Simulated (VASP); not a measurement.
# Ta2N: single point with LDA

The system is Ta2N.

```
Ta N
1.0
     2.92709    0.00000    0.00000
    -1.46355    2.53494    0.00000
     0.00000    0.00000    4.95849
Ta N
2 1
Direct
  0.66667 0.33333 0.74669
  0.33333 0.66667 0.25331
  0.00000 0.00000 0.00000
```

This cell differs from its parent crystal: volume 12.264 Å^3 an atom, c/a of the conventional cell 1.6940.

| Item | Value |
| --- | --- |
| Program | VASP 6.6.1 |
| Task | single point |
| Functional | LDA |
| Potentials or basis | VASP PAW LDA potentials, release 64 (Ta_pv, N) |
| Cutoff | 520 eV |
| k mesh | 18 × 18 × 10 |
| Occupations | gaussian, width 0.15 eV |
| Spin | no spin polarisation |

```
Pressure      : 22.3 GPa
Largest force : 1.205 eV/Å
```

Forces on the atoms (eV/Å):
```
Ta   0.000  0.000 -1.205
Ta   0.000  0.000  1.205
N    0.000  0.000  0.000
```

Stress tensor (GPa, compression positive):
```
28.77  0.00  0.00
 0.00 28.77  0.00
 0.00  0.00  9.27
```

Levels at points of the mesh, in eV from the Fermi level:
| k point | band 12 | band 13 | band 14 | band 15 | band 16 | band 17 |
| --- | --- | --- | --- | --- | --- | --- |
| (0.00, 0.00, 0.00) | -1.48 | -0.24 | -0.24 | 0.31 | 0.99 | 0.99 |
| (0.50, 0.00, 0.00) | -2.34 | -0.96 | 1.04 | 2.99 | 4.40 | 4.77 |
| (0.00, 0.00, 0.50) | -2.86 | -0.89 | -0.89 | 1.60 | 2.63 | 2.63 |
| (0.50, 0.00, 0.50) | -1.87 | -1.82 | -0.47 | 1.26 | 4.53 | 4.75 |

Run time: 3.2 min on 1 thread of Intel Xeon 6975P-C, on a shared host, peak memory 0.32 GiB.

Caveat: spin-orbit coupling is left out, which moves the levels of the heavy elements; forces of over 1 eV/Å act on the atoms, so gaps and moduli don't describe the material at rest.
